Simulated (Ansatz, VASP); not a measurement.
LiBr: VASP beside Ansatz

The input INCAR:

```
SYSTEM = LiBr
ALGO = Normal
EDIFF = 1E-8
ENCUT = 650
GGA = PS
GGA_COMPAT = .FALSE.
ISIF = 2
ISMEAR = -1
LASPH = .TRUE.
LCHARG = .FALSE.
LEFG = .TRUE.
LREAL = .FALSE.
LWAVE = .FALSE.
NBANDS = 12
NELM = 120
PREC = Accurate
SIGMA = 0.03
```

The input KPOINTS:

```
k-points
0
G
  9 9 9
  0 0 0
```

Contents of POSCAR:

```
LiBr
1.0
    0.0000000000      2.7226905798      2.7226905798
    2.7226905798      0.0000000000      2.7226905798
    2.7226905798      2.7226905798      0.0000000000
Li Br
1 1
Direct
    0.0000000000      0.0000000000      0.0000000000
    0.5000000000      0.5000000000      0.5000000000
```

Input for Ansatz:

```yaml
crystal:
  lattice:
    - [0.0, 2.7226905798, 2.7226905798]
    - [2.7226905798, 0.0, 2.7226905798]
    - [2.7226905798, 2.7226905798, 0.0]
  atoms:
    - { symbol: Li, position: [0.0, 0.0, 0.0] }
    - { symbol: Br, position: [0.5, 0.5, 0.5] }
kpoints:
  mp_grid: { grid: [9, 9, 9] }
scf:
  occupations: { method: fermi_dirac, width: 0.03 }
hamiltonian:
  xc: pbesol
  pseudopotentials: { kind: all_electron, datasets: crystal }
output:
  forces: true
  stress: true
  eigenvalues: true
  efg: { contact_densities: true }
```

Change from the starting cell: volume scaled by 1, crystal datasets.

Alike in both runs: task electric field gradients; functional PBEsol; k mesh 9 × 9 × 9; occupations fermi-dirac, width 0.03 eV; no spin polarisation.

|  | VASP | Ansatz |
| --- | --- | --- |
| version | VASP 6.6.1 | Ansatz 0.2.0 |
| potentials or method | VASP PAW PBE potentials, release 64 (Li_sv, Br), cutoff 650 eV | all-electron PAW with datasets made for the crystal, scalar-relativistic |

|  | VASP | Ansatz | Ansatz less VASP |
| --- | --- | --- | --- |
| gap on the k mesh at the Fermi level (eV) | 4.91 | 4.90 | -0.008 |
| pressure (GPa) | -0.6 | -0.5 | +0.04 |

VASP's potentials were made for PBE, not for PBEsol. Ansatz ran all-electron here, and VASP with PAW potentials.
